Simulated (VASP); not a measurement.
# C in VASP: further runs

The runs below take C through relaxation of cell and atoms, single point, with LDA.

All numbers are computed with VASP 6.6.1; they aren't measurements. Logs are shortened: lines on timing, memory, paths and dates and some standing lists are left out, and cuts for length are marked.

## (1) The cell of the first run

The typed cell holds 4 atoms: a = 2.436 Å, b = 2.436 Å, c = 6.713 Å, α = 90.00°, β = 90.00°, γ = 119.97°.

## (2) Relaxation of cell and atoms, LDA, target pressure 1 GPa, at which the enthalpy is minimised

INCAR reads:

```
SYSTEM = C
  PREC = Accurate
  ENCUT = 600
  EDIFF = 1E-6
  ISMEAR = 0
  SIGMA = 0.1
  LREAL = .False.
  LASPH = .True.
  NELM = 100
  ALGO = Normal
  ISIF = 3
  LWAVE = .False.
  LCHARG = .False.
  GGA = CA
  IBRION = 2
  NSW = 70
  EDIFFG = -0.008
  PSTRESS = 10.0
```

KPOINTS reads:

```
Automatic mesh
0
Gamma
  18 18 6
  0 0 0
```

POSCAR reads:

```
C
1.0
    1.2187232293     -2.1097226498      0.0000000000
    1.2187232293      2.1097226498      0.0000000000
    0.0000000000      0.0000000000      6.7130018487
C
4
Direct
    0.0833017637      0.9166982363      0.7500094854
    0.5833017637      0.4166982363      0.2499905146
    0.9166982363      0.0833017637      0.2499905146
    0.4166982363      0.5833017637      0.7500094854
```

Potentials or basis: VASP PAW LDA potentials, release 64 (C).

Launch:

```
> cat potpaw_LDA.64/C/POTCAR > POTCAR
> mpirun -np 1 vasp_std > vasp.out
```

OUTCAR:

```text
SYSTEM = C
   PREC = Accurate
   ENCUT = 600
   EDIFF = 1E-6
   ISMEAR = 0
   LREAL = .False.
   LASPH = .True.
   NELM = 100
   ISIF = 3
   GGA = CA
   IBRION = 2
   NSW = 70
   EDIFFG = -0.008
   PSTRESS = 10.0

 ion  position               nearest neighbor table
   1  0.083  0.917  0.750-   4 1.41   4 1.41   4 1.41
   2  0.583  0.417  0.250-   3 1.41   3 1.41   3 1.41
   3  0.917  0.083  0.250-   2 1.41   2 1.41   2 1.41
   4  0.417  0.583  0.750-   1 1.41   1 1.41   1 1.41

  LATTYP: Found a base centered orthorhombic cell.
 ALAT       =     2.4374464586
 B/A-ratio  =     1.7310925066
 C/A-ratio  =     2.7541125365

  Lattice vectors:

 A1 = (   1.2187232293,  -2.1097226498,   0.0000000000)
 A2 = (   1.2187232293,   2.1097226498,   0.0000000000)
 A3 = (   0.0000000000,   0.0000000000,   6.7130018487)

Analysis of symmetry for initial positions (statically):
=====================================================================
 Subroutine PRICEL returns:
 Original cell was already a primitive cell.

 Routine SETGRP: Setting up the symmetry group for a
 base centered orthorhombic supercell.

 Subroutine GETGRP returns: Found  8 space group operations
 (whereof  4 operations were pure point group operations)
 out of a pool of  8 trial point group operations.

The static configuration has the point symmetry C_2h.
 The point group associated with its full space group is D_2h.

Analysis of symmetry for dynamics (positions and initial velocities):
=====================================================================
 Subroutine PRICEL returns:
 Original cell was already a primitive cell.

 Routine SETGRP: Setting up the symmetry group for a
 base centered orthorhombic supercell.

 Subroutine GETGRP returns: Found  8 space group operations
 (whereof  4 operations were pure point group operations)
 out of a pool of  8 trial point group operations.

The dynamic configuration has the point symmetry C_2h.
 The point group associated with its full space group is D_2h.

 Subroutine INISYM returns: Found  8 space group operations
 (whereof  4 operations are pure point group operations),
 and found     1 'primitive' translations

----------------------------------------------------------------------------------------

                                     Primitive cell

  volume of cell :      34.5205

  direct lattice vectors                    reciprocal lattice vectors
     1.218723229 -2.109722650  0.000000000     0.410265422 -0.236997977  0.000000000
     1.218723229  2.109722650  0.000000000     0.410265422  0.236997977  0.000000000
     0.000000000  0.000000000  6.713001849     0.000000000  0.000000000  0.148964654

  length of vectors
     2.436435094  2.436435094  6.713001849     0.473799280  0.473799280  0.148964654

  position of ions in fractional coordinates (direct lattice)
     0.083301764  0.916698236  0.750009485
     0.583301764  0.416698236  0.249990515
     0.916698236  0.083301764  0.249990515
     0.416698236  0.583301764  0.750009485

  ion indices of the primitive-cell ions
   primitive index   ion index
                 1           1
                 2           2
                 3           3
                 4           4

----------------------------------------------------------------------------------------

 KPOINTS: Automatic mesh

Automatic generation of k-mesh.
 Grid dimensions read from file:
 generate k-points for:   18   18    6

 Generating k-lattice:

  Cartesian coordinates                     Fractional coordinates (reciprocal lattice)
     0.022792523 -0.013166554  0.000000000     0.055555556  0.000000000  0.000000000
     0.022792523  0.013166554  0.000000000     0.000000000  0.055555556  0.000000000
     0.000000000  0.000000000  0.024827442     0.000000000  0.000000000  0.166666667

  Length of vectors
     0.026322182  0.026322182  0.024827442

  Shift w.r.t. Gamma in fractional coordinates (k-lattice)
     0.000000000  0.000000000  0.000000000

 Subroutine IBZKPT returns following result:
 ===========================================

 Found    364 irreducible k-points:

 Following reciprocal coordinates:
            Coordinates               Weight
  0.000000  0.000000  0.000000      1.000000
  0.055556  0.000000  0.000000      4.000000
  0.111111  0.000000  0.000000      4.000000
  0.166667  0.000000  0.000000      4.000000
  0.222222  0.000000  0.000000      4.000000
  0.277778  0.000000  0.000000      4.000000
[... 16 lines left out ...]
 -0.277778  0.055556  0.000000      4.000000
 -0.222222  0.055556  0.000000      4.000000
 [... further k-points ...]
   k-points           NKPTS =    364   k-points in BZ     NKDIM =    364   number of bands    NBANDS=     12
   number of dos      NEDOS =    301   number of ions     NIONS =      4
   total plane-waves  NPLWV =  21600
   dimension x,y,z NGX =    20 NGY =   20 NGZ =   54
   dimension x,y,z NGXF=    40 NGYF=   40 NGZF=  108
   ions per type =               4
   NGX,Y,Z   is equivalent  to a cutoff of  13.65, 13.65, 13.37 a.u.
   NGXF,Y,Z  is equivalent  to a cutoff of  27.29, 27.29, 26.75 a.u.
 SYSTEM =  C
   PREC   = accura    normal or accurate (medium, high low for compatibility)
   ISTART =      0    job   : 0-new  1-cont  2-samecut
   ICHARG =      2    charge: 1-file 2-atom 10-const
   ISPIN  =      1    spin polarized calculation?
   LNONCOLLINEAR =      F non collinear calculations
   LSORBIT =      F    spin-orbit coupling
   LASPH  =      T    aspherical Exc in radial PAW
   ENCUT  =  600.0 eV  44.10 Ry    6.64 a.u.   4.87  4.87 13.41*2*pi/ulx,y,z
   NELM   =    100;   NELMIN=  2; NELMDL= -5     # of ELM steps
   EDIFF  = 0.1E-05   stopping-criterion for ELM
   LREAL  =      F    real-space projection
   EDIFFG = -.8E-02   stopping-criterion for IOM
   NSW    =     70    number of steps for IOM
   IBRION =      2    ionic relax: 0-MD 1-quasi-New 2-CG
   NFREE  =      1    steps in history (QN), initial steepest desc. (CG)
   ISIF   =      3    stress and relaxation
   ISYM   =      2    0-nonsym 1-usesym 2-fastsym
   POTIM  = 0.5000    time-step for ionic-motion
   TEBEG  =    0.0;   TEEND  =   0.0 temperature during run
   PSTRESS=   10.0 pullay stress
   NELECT =      16.0000    total number of electrons
   NUPDOWN=      -1.0000    fix difference up-down
   EMIN   =  10.00;   EMAX   =-10.00  energy-range for DOS
   EFERMI =   0.00;   METHOD = LEGACY
   ISMEAR =     0;   SIGMA  =   0.10  broadening in eV -4-tet -1-fermi 0-gaus
   EFERMI_NEDOS =   21; number of points for ismear=-14 and -15
   IALGO  =     38    algorithm
   IMIX   =      4    mixing-type and parameters
     AMIX     =   0.40;   BMIX     =  1.00
     AMIX_MAG =   1.60;   BMIX_MAG =  1.00
  volume/ion in A,a.u.               =       8.63        58.24
  Fermi-wavevector in a.u.,A,eV,Ry     =   1.266939  2.394168 21.839185  1.605135
  Thomas-Fermi vector in A             =   2.400113
   LORBIT       =      0    0 simple, 1 ext, 2 COOP (PROOUT), +10 PAW based schemes
   GGA     = CA    functional components
   LHFCALC =     F    Hartree Fock is set to
   AEXX    =    0.0000 exact exchange contribution
   IVDW    =     0    specifies the selected vdW correction
   LEPSILON=     F    determine dielectric tensor
   LRPA    =     F    only Hartree local field effects (RPA)
 conjugate gradient relaxation of ions
 non-spin polarized calculation
 Gauss-broadening in eV      SIGMA  =   0.10
  energy-cutoff  :      600.00
  volume of cell :       34.52
 maximum number of plane-waves:      1176
   NGX =  9   NGY =  9   NGZ = 27

--------------------------------------- Ionic step        1  -------------------------------------------

 number of electron      15.9999999 magnetization

 Free energy of the ion-electron system (eV)
  ---------------------------------------------------
  ext. energy  EPLUGINS =         0.00000000
  ---------------------------------------------------
  free energy    TOTEN  =       -40.44866761 eV

  energy without entropy =      -40.44836474  energy(sigma->0) =      -40.44851618

------------------------ aborting loop because EDIFF is reached ----------------------------------------

  FORCE on cell =-STRESS in cart. coord.  units (eV):
  Direction    XX          YY          ZZ          XY          YZ          ZX
  --------------------------------------------------------------------------------------
  -------------------------------------------------------------------------------------
  Total        1.0857924      1.0834499     -0.0764350      0.0000000     -0.0000000      0.0000000
  in kB       50.3941531     50.2854350     -3.5475254      0.0000000     -0.0000000      0.0000000
  external PRESSURE =      22.3773542 kB  Pullay stress =      10.0000000 kB
[... 103 lines left out ...]
  energy  without entropy=      -40.4525139752  energy(sigma->0) =      -40.45266452

  enthalpy is  TOTEN    =       -40.2361800518 eV   P V=        0.2166350113

[... ionic steps 4 to 7 ...]

--------------------------------------- Ionic step        8  -------------------------------------------

 number of electron      15.9999998 magnetization

------------------------ aborting loop because EDIFF is reached ----------------------------------------
[... 75 lines left out ...]
--------------------------------------- Ionic step       10  -------------------------------------------

 number of electron      15.9999998 magnetization

 Free energy of the ion-electron system (eV)
  ---------------------------------------------------
  ext. energy  EPLUGINS =         0.00000000
  ---------------------------------------------------
  free energy    TOTEN  =       -40.45035998 eV

  energy without entropy =      -40.45003469  energy(sigma->0) =      -40.45019734

 E-fermi :   5.0393     XC(G=0): -11.0379

 val. band max:        5.0323186030   @ k =   0.3333   0.3333   0.5000
 cond. band min:       5.1627383047   @ k =   0.3333   0.3333   0.3333
 fundamental gap:      0.1304197017
 Fermi energy:         5.0393334671

 k-point     1 :       0.0000    0.0000    0.0000
  band No.  band energies     occupation
      1     -14.6381      2.00000
      2     -14.2224      2.00000
      3      -3.8810      2.00000
      4      -1.4456      2.00000
      5       2.0289      2.00000
      6       2.0634      2.00000
      7       2.0801      2.00000
      8       2.0803      2.00000
      9       9.1728      0.00000
     10      13.4500      0.00000
     11      13.4976      0.00000
     12      13.5430      0.00000
[... 331 lines left out ...]
 k-point    24 :      -0.2222    0.0556    0.0000
  band No.  band energies     occupation
      1     -13.6732      2.00000
      2     -13.2814      2.00000
      3      -2.6970      2.00000
      4      -0.9624      2.00000
      5      -0.8703      2.00000
      6      -0.3572      2.00000
      7       0.3883      2.00000
      8       0.4123      2.00000
      9      10.3295      0.00000
     10      13.5562      0.00000
     11      13.7857      0.00000
     12      13.8401      0.00000

 [... further k-points ...]
[... 5 lines left out ...]
  --------------------------------------------------------------------------------------
  -------------------------------------------------------------------------------------
  Total        0.1923080      0.2023452      0.2164873      0.0000000      0.0000000      0.0000000
  in kB        9.2014681      9.6817196     10.3583868      0.0000000      0.0000000      0.0000000
  external PRESSURE =      -0.2528085 kB  Pullay stress =      10.0000000 kB
[... 23 lines left out ...]
  energy  without entropy=      -40.4500346883  energy(sigma->0) =      -40.45019734

  enthalpy is  TOTEN    =       -40.2413628527 eV   P V=        0.2089971293

 reached required accuracy - stopping structural energy minimisation
```

Wall time 13 min (1 thread of Intel Xeon 8259CL, shared host); peak memory 0.26 GiB.

Results:

| Item | Value |
| --- | --- |
| Free energy | -40.4504 eV |
| Relaxed volume | 8.37 Å³/atom |
| Relaxed cell | a = 2.444 Å, b = 2.444 Å, c = 6.473 Å, α = 90.00°, β = 90.00°, γ = 119.96° |
| Space group after relaxing (to 0.1 Å) | Fmmm (No. 69) |
| Energy change on relaxing (the run minimises the enthalpy) | -0.4 meV/atom |
| Ionic steps | 10 |
| Pressure after relaxing | 1.0 GPa |
| Largest force after relaxing | 0.006 eV/Å |
| Band gap on the k mesh | zero (filled and empty bands touch) |

Forces on the atoms (eV/Å):
```
C    0.000 -0.006  0.000
C    0.000 -0.006  0.000
C    0.000  0.006  0.000
C    0.000  0.006  0.000
```

The path:
```tsv
step	energy change (eV)	largest force (eV/Å)	pressure (GPa)	volume (Å³)
1	0.0000	0.0005	3.24	34.52
2	0.0076	0.0017	-5.56	35.12
3	-0.0041	0.0003	0.39	34.71
4	-0.0043	0.0017	0.42	34.60
5	-0.0044	0.0077	0.50	34.27
6	-0.0024	0.0193	0.74	33.61
7	-0.0015	0.0218	0.83	33.45
8	-0.0018	0.0211	0.79	33.50
9	0.0021	0.3023	2.72	33.32
10	-0.0017	0.0056	0.97	33.49
```

Final structure:
```
C
1.0
     1.22260   -2.11570    0.00000
     1.22260    2.11570    0.00000
     0.00000    0.00000    6.47268
C
4
Cartesian
  1.2226 1.7633 4.8546
  1.2226 -0.3524 1.6181
  1.2226 -1.7633 1.6181
  1.2226 0.3524 4.8546
```

Levels at points of the mesh, in eV from the Fermi level:
| k point | band 5 | band 6 | band 7 | band 8 | band 9 | band 10 | band 11 | band 12 |
| --- | --- | --- | --- | --- | --- | --- | --- | --- |
| (0.00, 0.00, 0.00) | -3.01 | -2.98 | -2.96 | -2.96 | 4.13 | 8.41 | 8.46 | 8.50 |
| (0.50, 0.00, 0.00) | -6.42 | -6.42 | -2.56 | -2.56 | 1.94 | 1.94 | 7.76 | 7.76 |
| (0.50, 0.50, 0.00) | -6.48 | -6.40 | -3.24 | -1.43 | 0.74 | 2.65 | 7.46 | 8.00 |
| (0.00, 0.00, 0.50) | -2.98 | -2.98 | -2.97 | -2.97 | 7.09 | 7.09 | 8.48 | 8.48 |
| (0.50, 0.00, 0.50) | -6.42 | -6.42 | -2.41 | -2.41 | 1.59 | 1.59 | 7.75 | 7.75 |
| (0.50, 0.50, 0.50) | -6.44 | -6.44 | -2.41 | -2.41 | 1.60 | 1.60 | 7.72 | 7.72 |

Caveat: the cell is relaxed towards a set pressure, so the run minimises the enthalpy, not the energy.

(Part 1 of 2 ends here.)
